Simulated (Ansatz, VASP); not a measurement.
**Two plane-wave programs on Hf**

```
CELL_PARAMETERS angstrom
-1.80500 1.80500 1.94037
1.80500 -1.80500 1.94037
1.80500 1.80500 -1.94037
ATOMIC_POSITIONS crystal
Hf 0.00000 0.00000 0.00000
```

Change from the starting cell: strain +0.0750 x Voigt [0, 0, 1, 0, 0, 0], atoms carried along.

Alike in both runs: task single point; functional PBEsol; k mesh 18 × 18 × 18; occupations gaussian, width 0.15 eV; no spin polarisation.

```csv
,VASP,Ansatz
version,VASP 6.6.1,Ansatz 0.2.0
potentials or method,"VASP PAW PBE potentials, release 64 (Hf_pv), cutoff 520 eV","scalar-relativistic, plane waves, PAW"
valence electrons in the cell,10,26
```

VASP gave:

- gap on the k mesh at the Fermi level (eV): none
- pressure (GPa): -13.9
- traceless stress, the component that is largest in VASP (GPa): 2.17

Problem. What did Ansatz give for the same quantities?

Solution. gap on the k mesh at the Fermi level (eV): none; pressure (GPa): -13.5; traceless stress, the component that is largest in VASP (GPa): 2.13.

VASP's potentials were made for PBE, not for PBEsol. A gap of «none» marks a metal or a gap that the smearing closes. VASP's potentials hold 10 valence electrons a cell and Ansatz's 26, so a difference there can come from the potentials and not from the codes.

Neither program's run includes spin-orbit coupling.
